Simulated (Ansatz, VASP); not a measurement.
PtS2 in VASP and in Ansatz

File INCAR:

```
ALGO     = Normal         # electronic algorithm
EDIFF    = 1E-6           # SCF threshold, eV
ENCUT    = 520            # plane-wave cutoff, eV
GGA      = PE             # functional
ISIF     = 2              # what is computed and relaxed
ISMEAR   = 0              # smearing method
LASPH    = T              # aspherical terms in the spheres
LCHARG   = F              # write CHGCAR
LREAL    = F              # projectors in reciprocal space
LWAVE    = F              # write WAVECAR
NBANDS   = 31             # bands
NELM     = 100            # most SCF steps
PREC     = Accurate       # precision mode
SIGMA    = 0.1            # smearing width, eV
```

Contents of KPOINTS:

```
k-points
0
Gamma
  4 2 4
```

The input POSCAR:

```
PtS2
1.0
    4.4488704100      0.0000000000      0.0000000000
    0.0000000000      8.0910682300      0.0000000000
    0.0000000000      0.0000000000      4.1977380200
Pt S
2 4
Direct
    0.5000000000      0.0000000000      0.5000000000
    0.0000000000      0.5000000000      0.5000000000
    0.3520536000      0.2691476100      0.5000000000
    0.6479464000      0.7308523900      0.5000000000
    0.8520536000      0.2308523900      0.5000000000
    0.1479464000      0.7691476100      0.5000000000
```

Input for Ansatz:

```yaml
crystal:
  lattice:
    - [4.44887041, 0.0, 0.0]
    - [0.0, 8.09106823, 0.0]
    - [0.0, 0.0, 4.19773802]
  atoms:
    - { symbol: Pt, position: [0.5, 0.0, 0.5] }
    - { symbol: Pt, position: [0.0, 0.5, 0.5] }
    - { symbol: S, position: [0.3520536, 0.26914761, 0.5] }
    - { symbol: S, position: [0.6479464, 0.73085239, 0.5] }
    - { symbol: S, position: [0.8520536, 0.23085239, 0.5] }
    - { symbol: S, position: [0.1479464, 0.76914761, 0.5] }
basis:
  ecutwfc: 420
kpoints:
  mp_grid: { grid: [4, 2, 4] }
hamiltonian:
  xc: pbe
scf:
  occupations: { method: gaussian, width: 0.1 }
  lower_state_search: "off"
output:
  forces: true
  stress: true
  eigenvalues: true
```

Alike in both runs: task single point; functional PBE; k mesh 4 × 2 × 4; occupations gaussian, width 0.1 eV; no spin polarisation.

|  | VASP | Ansatz |
| --- | --- | --- |
| version | VASP 6.6.1 | Ansatz 0.2.0 |
| potentials or method | VASP PAW PBE potentials, release 64 (Pt, S), cutoff 520 eV | scalar-relativistic, plane waves, PAW |
| valence electrons in the cell | 44 | 60 |

|  | VASP | Ansatz | Ansatz less VASP |
| --- | --- | --- | --- |
| gap on the k mesh at the Fermi level (eV) | none | none | - |
| pressure (GPa) | 3.6 | 3.8 | +0.15 |
| traceless stress, the component that is largest in VASP (GPa) | 7.59 | 7.65 | +0.063 |
| rms of the force components (eV/Å) | 0.252 | 0.254 | +0.0024 |

Atom by atom the forces differ by 0.003 eV/Å (rms over components). A gap of «none» marks a metal or a gap that the smearing closes. With one functional, cell and mesh, what is left measures potentials, basis and numerics. VASP's potentials hold 44 valence electrons a cell and Ansatz's 60, so a difference there can come from the potentials and not from the codes.

The k mesh is coarse, so the values compare programs but aren't converged. Spin-orbit coupling is off throughout.
